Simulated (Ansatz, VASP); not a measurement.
Ni in VASP and in Ansatz

File INCAR:

```
PREC = Accurate
ENCUT = 520
EDIFF = 1E-6
ISMEAR = 0
SIGMA = 0.15
LREAL = False
LASPH = True
NELM = 150
ALGO = Normal
ISIF = 2
LWAVE = False
LCHARG = False
ISPIN = 2
MAGMOM = 0.5
LORBIT = 11
LMAXMIX = 4
GGA = PS
NBANDS = 15
```

KPOINTS

```
Automatic mesh
0
Gamma
  24 24 24
```

File POSCAR:

```
Ni
1.0
   -1.3837154700      1.5393834604      1.3837154700
    1.3837154700     -1.5393834604      1.3837154700
    1.3837154700      1.5393834604     -1.3837154700
Ni
1
Direct
    0.0000000000      0.0000000000      0.0000000000
```

Input for Ansatz:

```yaml
crystal:
  lattice:
    - [-1.38371547, 1.5393834604, 1.38371547]
    - [1.38371547, -1.5393834604, 1.38371547]
    - [1.38371547, 1.5393834604, -1.38371547]
  atoms:
    - { symbol: Ni, position: [0.0, 0.0, 0.0], spin: 0.5 }
basis:
  ecutwfc: 420
kpoints:
  mp_grid: { grid: [24, 24, 24] }
hamiltonian:
  xc: pbesol
scf:
  occupations: { method: gaussian, width: 0.15 }
output:
  forces: true
  stress: true
  eigenvalues: true
  populations: true
  write_density: true
  write_potential: true
  elf: true
  volumetric_format: npy
magnetization:
  spin_polarized: true
```

Change from the starting cell: strain +0.1125 x Voigt [0, 1, 0, 0, 0, 0], atoms carried along.

Alike in both runs: task single point; functional PBEsol; k mesh 24 × 24 × 24; occupations gaussian, width 0.15 eV; collinear spin.

```csv
,VASP,Ansatz
version,VASP 6.6.1,Ansatz 0.2.0
potentials or method,"VASP PAW PBE potentials, release 64 (Ni), cutoff 520 eV","scalar-relativistic, plane waves, PAW"
valence electrons in the cell,10,18
```

|  | VASP | Ansatz | Ansatz less VASP |
| --- | --- | --- | --- |
| gap on the k mesh at the Fermi level (eV) | none | none | - |
| pressure (GPa) | -19.8 | -20.0 | -0.17 |
| traceless stress, the component that is largest in VASP (GPa) | 4.28 | 4.53 | +0.248 |
| net moment per atom (μB) | 0.60 | 0.62 | +0.015 |
| size of the moment on the site where the two differ most (μB) | 0.62 | 0.66 | +0.037 |

VASP's potentials were made for PBE, not for PBEsol. Site moments also hang on the region over which each program counts them. A gap of «none» marks a metal or a gap that the smearing closes. With one functional, cell and mesh, what is left measures potentials, basis and numerics. VASP's potentials hold 10 valence electrons a cell and Ansatz's 18, so a difference there can come from the potentials and not from the codes.
